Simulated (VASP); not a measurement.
A run of VASP 6.6.1:

The input INCAR:

```
SYSTEM = ZrC
PREC = Accurate
ENCUT = 520
EDIFF = 1E-6
ISMEAR = 0
SIGMA = 0.15
LREAL = .False.
LASPH = .True.
NELM = 100
ALGO = Normal
ISIF = 2
LWAVE = .False.
LCHARG = .True.
GGA = CA
LELF = .True.
LVHAR = .True.
NBANDS = 15
```

The input KPOINTS:

```
Automatic mesh
0
Gamma
  16 16 16
  0 0 0
```

File POSCAR:

```
ZrC
1.0
    0.0000000000      2.3207286109      2.3207286109
    2.3207286109      0.0000000000      2.3207286109
    2.3207286109      2.3207286109      0.0000000000
Zr C
1 1
Direct
    0.5000000000      0.5000000000      0.5032509110
    0.0000000000      0.0000000000     -0.0246905216
```

Potentials or basis: VASP PAW LDA potentials, release 64 (Zr_sv, C).

Run with:

```bash
$ cat potpaw_LDA.64/Zr_sv/POTCAR potpaw_LDA.64/C/POTCAR > POTCAR
$ mpirun -np 1 vasp_std > vasp.out
```

Hardware: 1 thread of Intel(R) Xeon(R) Platinum 8375C CPU @ 2.90GHz (Ice Lake) (shared host).

Problem. How long does it take, and how much memory?

Solution. Run time: 88 s on 1 thread of Intel(R) Xeon(R) Platinum 8375C CPU @ 2.90GHz (Ice Lake), with other jobs on the host, peak memory 0.33 GiB. Counts: scf iterations 13, k points 621.
